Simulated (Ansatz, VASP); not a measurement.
## Two plane-wave programs on Se

```xyz
2
Lattice="3.6092 0.0000 0.0000 -1.8046 3.1257 0.0000 0.0000 0.0000 3.7356" Properties=species:S:1:pos:R:3 pbc="T T T"
Se    0.0000    2.0838    0.9339
Se    1.8046    1.0419    2.8017
```

Change from the starting cell: volume scaled by 0.9405, PAW files.

Alike in both runs: task electric field gradients; functional PBE; k mesh 19 × 19 × 10; occupations fermi-dirac, width 0.03 eV; no spin polarisation.

```csv
,VASP,Ansatz
version,VASP 6.6.1,Ansatz 0.2.0
potentials or method,"VASP PAW PBE potentials, release 64 (Se)","PAW with Ansatz's default frozen-core files, scalar-relativistic"
plane-wave cutoff (eV),520,420
valence electrons in the cell,12,32
```

```tsv
	VASP	Ansatz	Ansatz less VASP
pressure (GPa)	4.7	4.7	-0.04
traceless stress, the component that is largest in VASP (GPa)	1.72	1.70	-0.018
size of Vzz on the site where it differs most (V/Å²)	124.6	128.4	+3.85
```

VASP's potentials hold 12 valence electrons a cell and Ansatz's 32, so a difference there can come from the potentials and not from the codes.
